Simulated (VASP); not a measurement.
CuO:

```
Cu O
1.0
     2.87950    0.00000    0.00000
     0.03907    2.87928    0.00000
     0.01750    0.01724    5.17634
Cu O
2 2
Direct
  0.50000 0.00000 0.50000
  0.00000 0.50000 0.00000
  0.00158 0.99833 0.25011
  0.99842 0.00167 0.74989
```

Base run:

| Property | Result |
| --- | --- |
| Program | VASP 6.6.1 |
| Functional | PBEsol |
| Potentials or basis | VASP PAW PBE potentials, release 64 (Cu, O) |
| Cutoff | 520 eV |
| k mesh | 12 × 12 × 8 |
| Occupations | gaussian, width 0.1 eV |
| Spin | no spin polarisation |

Its results: pressure -1.3 GPa; largest force 0.013 eV/Å.

Q: After a change of settings the same cell gave: pressure -2.4 GPa; largest force 0.022 eV/Å. Which change was it?
A. k mesh from 12 × 12 × 8, through Γ to 12 × 12 × 8, shifted; further incar settings from ALGO = Normal; EDIFF = 1e-06; NBANDS = 25 to ALGO = Normal; EDIFF = 1e-07; NBANDS = 25
B. k mesh from 12 × 12 × 8 to 4 × 4 × 4; further incar settings from ALGO = Normal; EDIFF = 1e-06; NBANDS = 25 to ALGO = Normal; EDIFF = 1e-07; NBANDS = 25
C. k mesh from 12 × 12 × 8 to 8 × 8 × 4
D. k mesh from 12 × 12 × 8 to 1 × 1 × 1

A: D.

Caveats: some runs use coarse meshes; the PAW data sets were made with another functional, which shifts forces and pressure a little.
